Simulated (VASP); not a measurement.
A run of VASP 6.6.1 is set up as follows.

Contents of INCAR:

```
SYSTEM = B
PREC = Accurate
ENCUT = 500
EDIFF = 1E-6
ISMEAR = -1
SIGMA = 0.05
LREAL = .False.
LASPH = .True.
NELM = 120
ALGO = Normal
ISIF = 2
LWAVE = .False.
LCHARG = .False.
GGA = PE
NBANDS = 8
GGA_COMPAT = .False.
```

File KPOINTS:

```
Automatic mesh
0
Gamma
  11 11 16
  0 0 0
```

The input POSCAR:

```
B
1.0
    2.3303638209      0.0000000000      0.0000000000
    0.0000000000      2.3303638209      0.0000000000
    0.0000000000      0.0000000000      1.5751467934
B
1
Direct
    0.5000000000      0.5000000000      0.5000000000
```

Potentials or basis: VASP PAW PBE potentials, release 64 (B).

Command:

```console
$ cat potpaw_PBE.64/B/POTCAR > POTCAR
$ mpirun -np 1 vasp_std > vasp.out
```

Predict the pressure.

3.2 GPa.

Stress tensor (GPa, compression positive):
```
0.00 0.00 0.00
0.00 0.00 0.00
0.00 0.00 9.48
```
